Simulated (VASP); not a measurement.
Here is a VASP 6.6.1 calculation.

File INCAR:

```
PREC     = Accurate       # precision mode
ENCUT    = 520            # plane-wave cutoff, eV
EDIFF    = 1E-7           # SCF threshold, eV
ISMEAR   = -1             # smearing method
SIGMA    = 0.1            # smearing width, eV
LREAL    = False          # projectors in reciprocal space
LASPH    = True           # aspherical terms in the spheres
NELM     = 60             # most SCF steps
ALGO     = Normal         # electronic algorithm
ISIF     = 2              # what is computed and relaxed
LWAVE    = False          # write WAVECAR
LCHARG   = False          # write CHGCAR
GGA      = PS             # functional
NBANDS   = 12             # bands
```

The input KPOINTS:

```
Automatic mesh
0
Gamma
  16 16 16
```

The input POSCAR:

```
Cu
1.0
    0.0000000000      1.7820328995      1.7820328995
    1.7820328995      0.0000000000      1.7820328995
    1.7820328995      1.7820328995      0.0000000000
Cu
1
Direct
    0.0000000000      0.0000000000      0.0000000000
```

Potentials or basis: VASP PAW PBE potentials, release 64 (Cu).

Launch:

```sh
$ cat potpaw_PBE.64/Cu/POTCAR > POTCAR
$ mpirun -np 1 vasp_std > vasp.out
```

Problem. Predict the pressure.

Solution. 0.7 GPa.

Caveat: the PAW data sets were made with another functional, which shifts forces and pressure a little.
